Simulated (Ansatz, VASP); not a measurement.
# One calculation of MgO, two programs

POSCAR

```
MgO
1.0
    0.0210216742      2.1231890900      2.1231890900
    2.1231890900      0.0210216742      2.1231890900
    2.1231890900      2.1231890900      0.0210216742
Mg O
1 1
Direct
    0.0000000000      0.0000000000      0.0000000000
    0.5000000000      0.5000000000      0.5000000000
```

File INCAR.step1:

```
SYSTEM = MgO
ALGO = Normal ; EDIFF = 1E-5
ENCUT = 750 ; GGA = PE
GGA_COMPAT = .FALSE. ; ISMEAR = 0
LASPH = .TRUE. ; LCHARG = .FALSE.
LREAL = .FALSE. ; LWAVE = .TRUE.
NBANDS = 15 ; NELM = 120
PREC = Accurate ; SIGMA = 0.01
```

The input INCAR.step2:

```
SYSTEM = MgO
ALGO = Normal ; EDIFF = 1E-6
ENCUT = 750 ; GGA_COMPAT = .FALSE.
ISIF = 2 ; ISMEAR = 0
ISTART = 1 ; LASPH = .TRUE.
LCHARG = .FALSE. ; LMIXTAU = .TRUE.
LREAL = .FALSE. ; LWAVE = .FALSE.
METAGGA = R2SCAN ; NBANDS = 15
NELM = 120 ; PREC = Accurate
SIGMA = 0.01
```

The input KPOINTS:

```
k-points
0
G
  10 10 10
  0 0 0
```

Input for Ansatz:

```yaml
crystal:
  lattice:
    - [0.0210216742, 2.12318909, 2.12318909]
    - [2.12318909, 0.0210216742, 2.12318909]
    - [2.12318909, 2.12318909, 0.0210216742]
  atoms:
    - { symbol: Mg, position: [0.0, 0.0, 0.0] }
    - { symbol: O, position: [0.5, 0.5, 0.5] }
kpoints:
  mp_grid: { grid: [10, 10, 10] }
  band_path:
    path:
      - [0.0, 0.0, 0.0]
      - [0.5, 0.0, 0.5]
      - [0.625, 0.25, 0.625]
      - [0.375, 0.375, 0.75]
      - [0.5, 0.5, 0.5]
      - [0.5, 0.25, 0.75]
    npoints: 1
hamiltonian:
  xc: r2scan
scf:
  occupations: { method: fixed }
  n_extra_bands: 4
output:
  forces: true
  stress: true
  eigenvalues: true
  write_density: true
  write_potential: true
  elf: true
  volumetric_format: npy
```

Change from the starting cell: shear_111 strain +1.5%.

Alike in both runs: task single point; functional r2SCAN; k mesh 10 × 10 × 10; no spin polarisation.

```csv
,VASP,Ansatz
version,VASP 6.6.1,Ansatz 0.2.0
potentials or method,"VASP PAW PBE potentials, release 64 (Mg_sv, O)","plane waves, PAW"
plane-wave cutoff (eV),750,500
occupations,"gaussian, width 0.01 eV",fixed
valence electrons in the cell,16,16
```

Ansatz gave:

| Quantity | Value |
| --- | --- |
| gap on the k mesh at the Fermi level (eV) | 5.49 |
| pressure (GPa) | -2.4 |
| traceless stress, the component that is largest in VASP (GPa) | -1.56 |

**Question.** Which values does VASP return?

**Answer.** gap on the k mesh at the Fermi level (eV): 5.51; pressure (GPa): -2.4; traceless stress, the component that is largest in VASP (GPa): -1.56.

VASP's potentials were made for PBE, not for r2SCAN.
